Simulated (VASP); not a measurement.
Input of a VASP 6.6.1 run:

INCAR

```
ALGO = Normal
EDIFF = 1E-6
ENCUT = 520
GGA = PE
ISIF = 2
ISMEAR = 0
LASPH = True
LCHARG = False
LREAL = False
LWAVE = False
NBANDS = 64
NELM = 80
PREC = Accurate
SIGMA = 0.15
```

The input KPOINTS:

```
k-points
0
Gamma
  3 3 2
```

Contents of POSCAR:

```
ScGa2N3
1.0
    4.9949903905     -2.8788415158      0.0000000000
    4.9949903905      2.8788415158      0.0000000000
    0.0000000000      0.0000000000      5.2722529186
Sc Ga N
2 4 6
Direct
    0.1751249951      0.8248750049      0.0030969724
    0.8248750049      0.1751249951      0.5030969724
    0.5037010410      0.8360031608      0.4974491379
    0.4962989590      0.1639968392     -0.0025508621
    0.1639968392      0.4962989590      0.4974491379
    0.8360031608      0.5037010410     -0.0025508621
    0.5205827704      0.8311919020      0.1229855487
    0.1688080980      0.4794172296      0.1229855487
    0.8204493089      0.1795506911      0.1010336545
    0.4794172296      0.1688080980      0.6229855487
    0.8311919020      0.5205827704      0.6229855487
    0.1795506911      0.8204493089      0.6010336545
```

Potentials or basis: VASP PAW PBE potentials, release 64 (Sc_sv, Ga_d, N).

Run with:

```console
$ cat potpaw_PBE.64/Sc_sv/POTCAR potpaw_PBE.64/Ga_d/POTCAR potpaw_PBE.64/N/POTCAR > POTCAR
$ mpirun -np 1 vasp_std > vasp.out
```

Task: Estimate the pressure.

Result: 0.4 GPa.

Task: Predict the band gap on the k mesh.

Result: 2.95 eV, indirect (least direct gap 2.98 eV).

Task: What does it give for the largest force?

Result: 0.068 eV/Å.

Forces in eV/Å, atoms in the order of the input:
```
Sc   0.000 -0.017  0.045
Sc   0.000  0.017  0.045
Ga  -0.009  0.014  0.003
Ga   0.009 -0.014  0.003
Ga   0.009  0.014  0.003
Ga  -0.009 -0.014  0.003
N    0.031 -0.005  0.005
N   -0.031 -0.005  0.005
N    0.000  0.033 -0.060
N   -0.031  0.005  0.005
N    0.031  0.005  0.005
N    0.000 -0.033 -0.060
```

Caveat: the k points lie up to 0.60 Å⁻¹ apart. A k mesh can miss the band edges.
